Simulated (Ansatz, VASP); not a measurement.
Mg: VASP beside Ansatz

The input INCAR:

```
  ALGO = Normal
  EDIFF = 1E-6
  ENCUT = 520
  GGA = PE
  ISIF = 2
  ISMEAR = -1
  LASPH = True
  LCHARG = False
  LREAL = False
  LWAVE = False
  NBANDS = 7
  NELM = 80
  PREC = Accurate
  SIGMA = 0.1
```

Contents of KPOINTS:

```
k-points
0
Gamma
  13 13 13
```

File POSCAR:

```
Mg
1.0
    2.2819660937      0.0000000000      0.0000000000
    0.0000000000      2.2819660937      0.0000000000
    0.0000000000      0.0000000000      2.2819660937
Mg
1
Direct
    0.0000000000      0.0000000000      0.0000000000
```

Input for Ansatz:

```yaml
crystal:
  lattice:
    - [2.2819660937, 0.0, 0.0]
    - [0.0, 2.2819660937, 0.0]
    - [0.0, 0.0, 2.2819660937]
  atoms:
    - { symbol: Mg, position: [0.0, 0.0, 0.0] }
kpoints:
  mp_grid: { grid: [13, 13, 13] }
  band_path:
    path:
      - [0.0, 0.0, 0.0]
      - [0.0, 0.5, 0.0]
      - [0.5, 0.5, 0.0]
      - [0.0, 0.0, 0.0]
      - [0.5, 0.5, 0.5]
      - [0.0, 0.5, 0.0]
      - [0.5, 0.5, 0.5]
      - [0.5, 0.5, 0.0]
    npoints: 8
scf:
  occupations: { method: fermi_dirac, width: 0.1 }
hamiltonian:
  xc: pbe
  pseudopotentials: { kind: all_electron, lapw: { basis_error: 0.001 } }
output:
  forces: true
  stress: true
  eigenvalues: true
  populations: true
  dos: { projected: true, de: 0.2, e_range: [-14, 8] }
```

Change from the starting cell: volume scaled by 0.43, LAPW.

Alike in both runs: task single point; functional PBE; k mesh 13 × 13 × 13; occupations fermi-dirac, width 0.1 eV; no spin polarisation.

```csv
,VASP,Ansatz
version,VASP 6.6.1,Ansatz 0.2.0
potentials or method,"VASP PAW PBE potentials, release 64 (Mg), cutoff 520 eV","all-electron LAPW, scalar-relativistic"
```

Ansatz gave:

| Quantity | Value |
| --- | --- |
| pressure (GPa) | 91.8 |

Question: Which values does VASP return?

Answer: Pressure (GPa): 92.7.

Both programs put the cell under a high pressure, so it lies far from rest at this level. Ansatz ran all-electron here, and VASP with PAW potentials.

Noted on VASP's run: the cell as given lies far from equilibrium.
